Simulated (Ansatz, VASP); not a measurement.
Two plane-wave programs on ZrC4

```
Zr C
1.0
     0.00000    4.70502    4.70502
     4.70502    0.00000    4.70502
     4.70502    4.70502    0.00000
Zr C
2 8
Direct
  0.25000 0.25000 0.25000
  0.00000 0.00000 0.00000
  0.12500 0.12500 0.12500
  0.12500 0.12500 0.62500
  0.12500 0.62500 0.12500
  0.62500 0.12500 0.12500
  0.62500 0.62500 0.62500
  0.62500 0.62500 0.12500
  0.62500 0.12500 0.62500
  0.12500 0.62500 0.62500
```

Alike in both runs: functional PBE; k mesh 4 × 4 × 4; occupations gaussian, width 0.1 eV; no spin polarisation.

Ansatz relaxed the structure, and its values are those at the end. VASP's run is a single point on that final structure, the one shown.

|  | VASP | Ansatz |
| --- | --- | --- |
| version | VASP 6.6.1 | Ansatz 0.2.0 |
| potentials or method | VASP PAW PBE potentials, release 64 (Zr_sv, C), cutoff 520 eV | scalar-relativistic, plane waves, PAW |
| valence electrons in the cell | 56 | 56 |

|  | VASP | Ansatz | Ansatz less VASP |
| --- | --- | --- | --- |
| gap on the k mesh at the Fermi level (eV) | none | none | - |
| pressure (GPa) | 0.2 | 0.1 | -0.06 |

A gap of «none» marks a metal or a gap that the smearing closes.
